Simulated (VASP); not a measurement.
# ZnS (I-4m2) in VASP: notebook

ZnS is run at these levels: r2SCAN, HSE06; tasks: single point.

All numbers are computed with VASP 6.6.1; they aren't measurements. Logs are shortened: lines on timing, memory, paths and dates and some standing lists are left out, and cuts for length are marked.

## (1) The cell of the first run

It takes space group I-4m2 (No. 119, tetragonal). The conventional cell has a = 3.886 Å, b = 3.886 Å, c = 5.259 Å, α = 90.00°, β = 90.00°, γ = 90.00°. Within 3.1 Å of Zn (site symmetry -4m2) lie 4 S at 2.35 Å. Within 3.1 Å of S (site symmetry -4m2) lie 4 Zn at 2.35 Å.

## (2) Single point, r2SCAN (epitaxial xy strain +2.0%)

POSCAR

```
ZnS
1.0
    0.0000000000      2.7479675482      2.6293462872
    2.7479675482      0.0000000000      2.6293462872
    2.7479675482      2.7479675482      0.0000000000
Zn S
1 1
Direct
    0.0000000000      0.0000000000      0.0000000000
    0.2500000000      0.2500000000      0.2500000000
```

INCAR.step1

```
PREC = Accurate
ENCUT = 520
ISMEAR = 0
SIGMA = 0.01
LREAL = False
LASPH = True
NELM = 80
NBANDS = 16
GGA = PE
ALGO = Normal
EDIFF = 1E-4
LWAVE = True
LCHARG = False
```

INCAR.step2

```
PREC = Accurate
ENCUT = 520
EDIFF = 1E-7
ISMEAR = 0
SIGMA = 0.01
LREAL = False
LASPH = True
NELM = 80
ALGO = Normal
ISIF = 2
LWAVE = False
LCHARG = False
METAGGA = R2SCAN
LMIXTAU = True
NBANDS = 16
ISTART = 1
```

KPOINTS

```
Automatic mesh
0
Gamma
  8 8 8
```

Potentials or basis: VASP PAW PBE potentials, release 64 (Zn, S).

The run is started by

```
> cat potpaw_PBE.64/Zn/POTCAR potpaw_PBE.64/S/POTCAR > POTCAR
> cp INCAR.step1 INCAR
> mpirun -np 1 vasp_std > vasp.out
> cp INCAR.step2 INCAR
> mpirun -np 1 vasp_std > vasp.out
```

OUTCAR:

```text
PREC = Accurate
   ENCUT = 520
   EDIFF = 1E-7
   ISMEAR = 0
   LREAL = False
   LASPH = True
   NELM = 80
   ISIF = 2
   METAGGA = R2SCAN
   ISTART = 1

 ion  position               nearest neighbor table
   1  0.000  0.000  0.000-   2 2.35   2 2.35   2 2.35   2 2.35
   2  0.250  0.250  0.250-   1 2.35   1 2.35   1 2.35   1 2.35

  LATTYP: Found a body centered tetragonal cell.
 ALAT       =     3.8862129756
 C/A-ratio  =     1.3531663363

  Lattice vectors:

 A1 = (   0.0000000000,  -2.7479675482,  -2.6293462872)
 A2 = (   0.0000000000,   2.7479675482,  -2.6293462872)
 A3 = (   2.7479675482,   0.0000000000,   2.6293462872)

Analysis of symmetry for initial positions (statically):
=====================================================================
 Subroutine PRICEL returns:
 Original cell was already a primitive cell.

 Routine SETGRP: Setting up the symmetry group for a
 body centered tetragonal supercell.

 Subroutine GETGRP returns: Found  8 space group operations
 (whereof  8 operations were pure point group operations)
 out of a pool of 16 trial point group operations.

The static configuration has the point symmetry D_2d.

Analysis of symmetry for dynamics (positions and initial velocities):
=====================================================================
 Subroutine PRICEL returns:
 Original cell was already a primitive cell.

 Routine SETGRP: Setting up the symmetry group for a
 body centered tetragonal supercell.

 Subroutine GETGRP returns: Found  8 space group operations
 (whereof  8 operations were pure point group operations)
 out of a pool of 16 trial point group operations.

The dynamic configuration has the point symmetry D_2d.

 Subroutine INISYM returns: Found  8 space group operations
 (whereof  8 operations are pure point group operations),
 and found     1 'primitive' translations

----------------------------------------------------------------------------------------

                                     Primitive cell

  volume of cell :      39.7101

  direct lattice vectors                    reciprocal lattice vectors
     0.000000000  2.747967548  2.629346287    -0.181952658  0.181952658  0.190161335
     2.747967548  0.000000000  2.629346287     0.181952658 -0.181952658  0.190161335
     2.747967548  2.747967548  0.000000000     0.181952658  0.181952658 -0.190161335

  length of vectors
     3.803260120  3.803260120  3.886212976     0.319960737  0.319960737  0.319960737

  position of ions in fractional coordinates (direct lattice)
     0.000000000  0.000000000  0.000000000
     0.250000000  0.250000000  0.250000000

  ion indices of the primitive-cell ions
   primitive index   ion index
                 1           1
                 2           2

----------------------------------------------------------------------------------------

 KPOINTS: Automatic mesh

Automatic generation of k-mesh.
 Grid dimensions read from file:
 generate k-points for:    8    8    8

 Generating k-lattice:

  Cartesian coordinates                     Fractional coordinates (reciprocal lattice)
    -0.022744082  0.022744082  0.023770167     0.125000000 -0.000000000  0.000000000
     0.022744082 -0.022744082  0.023770167    -0.000000000  0.125000000  0.000000000
     0.022744082  0.022744082 -0.023770167     0.000000000  0.000000000  0.125000000

  Length of vectors
     0.039995092  0.039995092  0.039995092

  Shift w.r.t. Gamma in fractional coordinates (k-lattice)
     0.000000000  0.000000000  0.000000000

 Subroutine IBZKPT returns following result:
 ===========================================

 Found     59 irreducible k-points:

 Following reciprocal coordinates:
            Coordinates               Weight
  0.000000  0.000000  0.000000      1.000000
  0.125000  0.000000  0.000000      8.000000
  0.250000  0.000000  0.000000      8.000000
  0.375000  0.000000  0.000000      8.000000
  0.500000  0.000000  0.000000      4.000000
  0.125000  0.125000  0.000000      2.000000
[... 16 lines left out ...]
  0.250000  0.000000  0.125000     16.000000
  0.375000  0.000000  0.125000     16.000000
 [... further k-points ...]
   k-points           NKPTS =     59   k-points in BZ     NKDIM =     59   number of bands    NBANDS=     16
   number of dos      NEDOS =    301   number of ions     NIONS =      2
   total plane-waves  NPLWV =  23520
   dimension x,y,z NGX =    28 NGY =   28 NGZ =   30
   dimension x,y,z NGXF=    56 NGYF=   56 NGZF=   60
   ions per type =               1   1
   NGX,Y,Z   is equivalent  to a cutoff of  12.24, 12.24, 12.83 a.u.
   NGXF,Y,Z  is equivalent  to a cutoff of  24.48, 24.48, 25.67 a.u.
 SYSTEM =  unknown system
   PREC   = accura    normal or accurate (medium, high low for compatibility)
   ISTART =      1    job   : 0-new  1-cont  2-samecut
   ICHARG =      0    charge: 1-file 2-atom 10-const
   ISPIN  =      1    spin polarized calculation?
   LNONCOLLINEAR =      F non collinear calculations
   LSORBIT =      F    spin-orbit coupling
   LASPH  =      T    aspherical Exc in radial PAW
   ENCUT  =  520.0 eV  38.22 Ry    6.18 a.u.   7.07  7.07  7.23*2*pi/ulx,y,z
   NELM   =     80;   NELMIN=  2; NELMDL=  0     # of ELM steps
   EDIFF  = 0.1E-06   stopping-criterion for ELM
   LREAL  =      F    real-space projection
   EDIFFG = 0.1E-05   stopping-criterion for IOM
   NSW    =      0    number of steps for IOM
   IBRION =     -1    ionic relax: 0-MD 1-quasi-New 2-CG
   NFREE  =      0    steps in history (QN), initial steepest desc. (CG)
   ISIF   =      2    stress and relaxation
   ISYM   =      2    0-nonsym 1-usesym 2-fastsym
   POTIM  = 0.5000    time-step for ionic-motion
   TEBEG  =    0.0;   TEEND  =   0.0 temperature during run
   PSTRESS=    0.0 pullay stress
   NELECT =      18.0000    total number of electrons
   NUPDOWN=      -1.0000    fix difference up-down
   EMIN   =  10.00;   EMAX   =-10.00  energy-range for DOS
   EFERMI =   0.00;   METHOD = LEGACY
   ISMEAR =     0;   SIGMA  =   0.01  broadening in eV -4-tet -1-fermi 0-gaus
   EFERMI_NEDOS =   21; number of points for ismear=-14 and -15
   IALGO  =     38    algorithm
   IMIX   =      4    mixing-type and parameters
     AMIX     =   0.40;   BMIX     =  1.00
     AMIX_MAG =   1.60;   BMIX_MAG =  1.00
  volume/ion in A,a.u.               =      19.86       133.99
  Fermi-wavevector in a.u.,A,eV,Ry     =   1.257570  2.376462 21.517357  1.581481
  Thomas-Fermi vector in A             =   2.391222
   LORBIT       =      0    0 simple, 1 ext, 2 COOP (PROOUT), +10 PAW based schemes
   METAGGA = R2SCAN    functional components
   LHFCALC =     F    Hartree Fock is set to
   AEXX    =    0.0000 exact exchange contribution
   IVDW    =     0    specifies the selected vdW correction
   LEPSILON=     F    determine dielectric tensor
   LRPA    =     F    only Hartree local field effects (RPA)
 non-spin polarized calculation
 Gauss-broadening in eV      SIGMA  =   0.01
  energy-cutoff  :      520.00
  volume of cell :       39.71
 maximum number of plane-waves:      1087
   NGX = 15   NGY = 15   NGZ = 15

 number of electron      18.0000014 magnetization

 Free energy of the ion-electron system (eV)
  ---------------------------------------------------
  ext. energy  EPLUGINS =         0.00000000
  ---------------------------------------------------
  free energy    TOTEN  =       -18.85794973 eV

  energy without entropy =      -18.85794973  energy(sigma->0) =      -18.85794973

 E-fermi :   1.9638     XC(G=0): -10.2523

 val. band max:        1.8638008945   @ k =   0.0000   0.0000   0.0000
 cond. band min:       4.4071872845   @ k =   0.0000   0.0000   0.0000
 fundamental gap:      2.5433863900
 Fermi energy:         1.9638386084

 k-point     1 :       0.0000    0.0000    0.0000
  band No.  band energies     occupation
      1     -11.8543      2.00000
      2      -4.7089      2.00000
      3      -4.7086      2.00000
      4      -4.6846      2.00000
      5      -4.1724      2.00000
      6      -4.1616      2.00000
[... 8 lines left out ...]
     15      14.1723      0.00000
     16      14.4767      0.00000

 k-point     2 :       0.1250    0.0000    0.0000
  band No.  band energies     occupation
      1     -11.7360      2.00000
      2      -4.7011      2.00000
      3      -4.6882      2.00000
      4      -4.6654      2.00000
      5      -4.1725      2.00000
      6      -4.1644      2.00000
[... 8 lines left out ...]
     15      13.6672      0.00000
     16      15.1080      0.00000

 k-point     3 :       0.2500    0.0000    0.0000
  band No.  band energies     occupation
      1     -11.4279      2.00000
      2      -4.6484      2.00000
      3      -4.6433      2.00000
      4      -4.6115      2.00000
      5      -4.1651      2.00000
      6      -4.1648      2.00000
[... 8 lines left out ...]
     15      13.3088      0.00000
     16      14.6382      0.00000

 k-point     4 :       0.3750    0.0000    0.0000
  band No.  band energies     occupation
      1     -11.0793      2.00000
      2      -4.6079      2.00000
      3      -4.5772      2.00000
      4      -4.4107      2.00000
      5      -4.1535      2.00000
      6      -4.1430      2.00000
[... 8 lines left out ...]
     15      14.5340      0.00000
     16      14.5618      0.00000
[... 324 lines left out ...]
 k-point    22 :       0.1250    0.0000    0.1250
  band No.  band energies     occupation
      1     -11.7006      2.00000
      2      -4.7238      2.00000
      3      -4.6703      2.00000
      4      -4.6413      2.00000
      5      -4.1865      2.00000
      6      -4.1538      2.00000
[... 8 lines left out ...]
     15      14.3510      0.00000
     16      15.5633      0.00000

 k-point    23 :       0.2500    0.0000    0.1250
  band No.  band energies     occupation
      1     -11.4580      2.00000
      2      -4.7078      2.00000
      3      -4.6215      2.00000
      4      -4.5874      2.00000
      5      -4.1939      2.00000
      6      -4.1451      2.00000
[... 8 lines left out ...]
     15      14.2841      0.00000
     16      16.1884      0.00000

 k-point    24 :       0.3750    0.0000    0.1250
  band No.  band energies     occupation
      1     -11.1181      2.00000
      2      -4.6281      2.00000
      3      -4.5592      2.00000
      4      -4.4860      2.00000
      5      -4.1718      2.00000
      6      -4.1340      2.00000
[... 8 lines left out ...]
     15      14.9317      0.00000
     16      15.5747      0.00000

 [... further k-points ...]
[... 5 lines left out ...]
  --------------------------------------------------------------------------------------
  -------------------------------------------------------------------------------------
  Total       -0.4341531     -0.4341531      0.0107007      0.0000000      0.0000000      0.0000000
  in kB      -17.5167071    -17.5167071      0.4317402      0.0000000      0.0000000      0.0000000
  external PRESSURE =     -11.5338913 kB  Pullay stress =       0.0000000 kB

 VOLUME and BASIS-vectors are now :
 -----------------------------------------------------------------------------
  energy-cutoff  :      520.00
  volume of cell :       39.71
      direct lattice vectors                 reciprocal lattice vectors
     0.000000000  2.747967548  2.629346287    -0.181952658  0.181952658  0.190161335
     2.747967548  0.000000000  2.629346287     0.181952658 -0.181952658  0.190161335
     2.747967548  2.747967548  0.000000000     0.181952658  0.181952658 -0.190161335

 POSITION                                       TOTAL-FORCE (eV/Angst)
 -----------------------------------------------------------------------------------
      0.00000      0.00000      0.00000        -0.000000     -0.000000      0.000000
      1.37398      1.37398      1.31467         0.000000      0.000000     -0.000000
 -----------------------------------------------------------------------------------
    total drift:                                0.000243      0.000243     -0.000192

  FREE ENERGIE OF THE ION-ELECTRON SYSTEM (eV)
  ---------------------------------------------------
  free  energy   TOTEN  =       -18.8579497309 eV

  energy  without entropy=      -18.8579497309  energy(sigma->0) =      -18.85794973
```

Wall time 2.3 min (1 thread of AMD EPYC 7R13 (Zen 3), shared host); peak memory 0.16 GiB.

What came out:

```
Free energy            : -18.8579 eV
Pressure               : -1.2 GPa
Band gap on the k mesh : 2.54 eV
```

Levels at points of the mesh, in eV from the valence-band top:
```csv
k point,band 7,band 8,band 9,band 10,band 11,band 12
"(0.00, 0.00, 0.00)",-0.14,-0.14,0.00,2.54,6.82,6.83
"(0.50, 0.00, 0.00)",-5.43,-1.09,-0.85,3.68,7.12,7.54
"(0.50, 0.50, 0.00)",-4.50,-2.50,-2.50,3.50,4.09,11.95
"(0.50, 0.00, 0.50)",-4.76,-2.31,-2.22,3.73,4.55,11.42
```

Caveat: the cell differs from its parent crystal (epitaxial xy strain +2.0%); the PAW data sets were made with another functional, which shifts forces and pressure a little.

## (3) Single point, r2SCAN (epitaxial xy strain +3.0%)

POSCAR

```
ZnS
1.0
    0.0000000000      2.7749084065      2.5952488266
    2.7749084065      0.0000000000      2.5952488266
    2.7749084065      2.7749084065      0.0000000000
Zn S
1 1
Direct
    0.0000000000      0.0000000000      0.0000000000
    0.2500000000      0.2500000000      0.2500000000
```

INCAR.step1

```
  PREC = Accurate
  ENCUT = 520
  ISMEAR = 0
  SIGMA = 0.01
  LREAL = F
  LASPH = T
  NELM = 60
  NBANDS = 16
  GGA = PE
  ALGO = Normal
  EDIFF = 1E-4
  LWAVE = T
  LCHARG = F
```

INCAR.step2

```
  PREC = Accurate
  ENCUT = 520
  EDIFF = 1E-6
  ISMEAR = 0
  SIGMA = 0.01
  LREAL = F
  LASPH = T
  NELM = 60
  ALGO = Normal
  ISIF = 2
  LWAVE = F
  LCHARG = F
  METAGGA = R2SCAN
  LMIXTAU = T
  NBANDS = 16
  ISTART = 1
```

KPOINTS is that of step 2.

Potentials or basis: VASP PAW PBE potentials, release 64 (Zn, S).

The run is started by

```
> cat potpaw_PBE.64/Zn/POTCAR potpaw_PBE.64/S/POTCAR > POTCAR
> cp INCAR.step1 INCAR
> mpirun -np 1 vasp_std > vasp.out
> cp INCAR.step2 INCAR
> mpirun -np 1 vasp_std > vasp.out
```

Wall time 1.7 min (1 thread of AMD EPYC 7R13 (Zen 3), shared host); peak memory 0.16 GiB.

It converged, with:

```
Free energy            : -18.8471 eV
Pressure               : -1.7 GPa
Band gap on the k mesh : 2.46 eV
```

Stress tensor (GPa, compression positive):
```
-2.59  0.00  0.00
 0.00 -2.59  0.00
 0.00  0.00  0.07
```

Levels at points of the mesh, in eV from the valence-band top:
```tsv
k point	band 5	band 6	band 7	band 8	band 9	band 10	band 11	band 12	band 13	band 14
(0.00, 0.00, 0.00)	-6.06	-6.05	-0.21	-0.21	0.00	2.46	6.80	6.81	6.81	11.60
(0.50, 0.00, 0.00)	-6.01	-5.86	-5.42	-1.17	-0.83	3.59	6.99	7.66	9.26	12.58
(0.50, 0.50, 0.00)	-5.97	-5.77	-4.42	-2.59	-2.59	3.42	3.90	12.02	12.50	12.50
(0.50, 0.00, 0.50)	-5.99	-5.88	-4.81	-2.30	-2.16	3.75	4.59	11.22	12.21	12.66
```

Caveat: the cell differs from its parent crystal (epitaxial xy strain +3.0%); the PAW data sets were made with another functional, which shifts forces and pressure a little.

(Continued in part 2 of 2.)
